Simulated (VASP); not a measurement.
Write the native input for VASP 6.6.1 that does the following.

```yaml
Task: single point
Functional: PBEsol
Potentials_or_basis: VASP PAW PBE potentials, release 64 (Ti_sv, O)
Cutoff: 520 eV
k_mesh: 18 × 18 × 12
Occupations: gaussian, width 0.05 eV
Spin: non-collinear spin, zero start, spin-orbit coupling
Starting_moments: "[[0.0, 0.0, 0.0], [0.0, 0.0, 0.0]] μB"
Dipole_correction: no
Further_INCAR_settings: ALGO = Normal; EDIFF = 1e-06; NBANDS = 30
```

The structure of TiO lies in POSCAR:

```
TiO
1.0
    3.0310000000      0.0000000000      0.0000000000
   -1.5155000000      2.6249230000      0.0000000000
    0.0000000000      0.0000000000      3.2377000000
Ti O
1 1
Direct
    0.6666666700      0.3333333300      0.0000000000
    0.0000000000      0.0000000000      0.5000000000
```

One way to write it, as run:

INCAR

```
SYSTEM = TiO
  PREC = Accurate
  ENCUT = 520
  EDIFF = 1E-6
  ISMEAR = 0
  SIGMA = 0.05
  LREAL = .FALSE.
  LASPH = .TRUE.
  NELM = 150
  ALGO = Normal
  ISIF = 2
  LWAVE = .FALSE.
  LCHARG = .FALSE.
  MAGMOM = 0 0 0 0 0 0
  LORBIT = 11
  LSORBIT = .TRUE.
  GGA_COMPAT = .FALSE.
  LORBMOM = .TRUE.
  LMAXMIX = 4
  GGA = PS
  NBANDS = 30
```

KPOINTS

```
Automatic mesh
0
G
  18 18 12
  0 0 0
```

Potentials or basis: VASP PAW PBE potentials, release 64 (Ti_sv, O).

Launch:

```sh
$ cat potpaw_PBE.64/Ti_sv/POTCAR potpaw_PBE.64/O/POTCAR > POTCAR
$ mpirun -np 1 vasp_ncl > vasp.out
```

It gave:

```
Pressure                                              : -40.3 GPa
Net moment                                            : 0.00 μB per cell
Valence electrons inside the program's atomic spheres : Ti 10.02; O 4.87
```

Caveat: the stress differs along the axes, from -54 to -34 GPa; the PAW data sets were made with another functional, which shifts forces and pressure a little.

Wall time 15 min on 1 thread of Intel Xeon 8259CL, on a shared host, peak memory 0.57 GiB.
